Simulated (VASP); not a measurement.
Input of a VASP 6.6.1 run:

INCAR

```
SYSTEM = Si7W3
PREC = Accurate
ENCUT = 520
EDIFF = 1E-6
ISMEAR = 0
SIGMA = 0.1
LREAL = .FALSE.
LASPH = .TRUE.
NELM = 100
ALGO = Normal
ISIF = 2
LWAVE = .FALSE.
LCHARG = .FALSE.
LDIPOL = .TRUE.
IDIPOL = 3
DIPOL = 0.5 0.5 0.482
GGA = PS
NBANDS = 46
```

KPOINTS

```
regular mesh
0
G
  10 7 1
  0 0 0
```

The input POSCAR:

```
Si7W3
1.0
    3.2024995622      0.0000000000      0.0000000000
   -1.6012497811      4.2232001613      0.0000000000
    0.0000000000      0.0000000000     26.9092506114
Si W
7 3
Direct
    0.4301706655      0.8603413310      0.3158765037
    0.8573471971      0.7146943943      0.3895498253
    0.5739295968      0.1478591936      0.4260013975
    0.0001733882      0.0009565030      0.4997209229
    0.7108621476      0.4219018463      0.5381725963
    0.1417995377      0.2833307020      0.6128987861
    1.8835658238      0.7688718883      0.6524508260
    0.1437589313      0.2875178626      0.3527131646
    0.2854405838      0.5712606771      0.4624700457
    0.4241721477      0.8487294234      0.5702673278
```

Potentials or basis: VASP PAW PBE potentials, release 64 (Si, W_sv).

Launch:

```sh
$ cat potpaw_PBE.64/Si/POTCAR potpaw_PBE.64/W_sv/POTCAR > POTCAR
$ mpirun -np 1 vasp_std > vasp.out
```

(1) Estimate the largest force.

(2) Estimate the band gap on the k mesh.

Results:

(1) 0.887 eV/Å.

(2) zero (band 35 reaches 1.12 eV, above the bottom of band 36 at 0.51 eV).

Caveat: the PAW data sets were made with another functional, which shifts forces and pressure a little; spin-orbit coupling is left out, which moves the levels of the heavy elements.
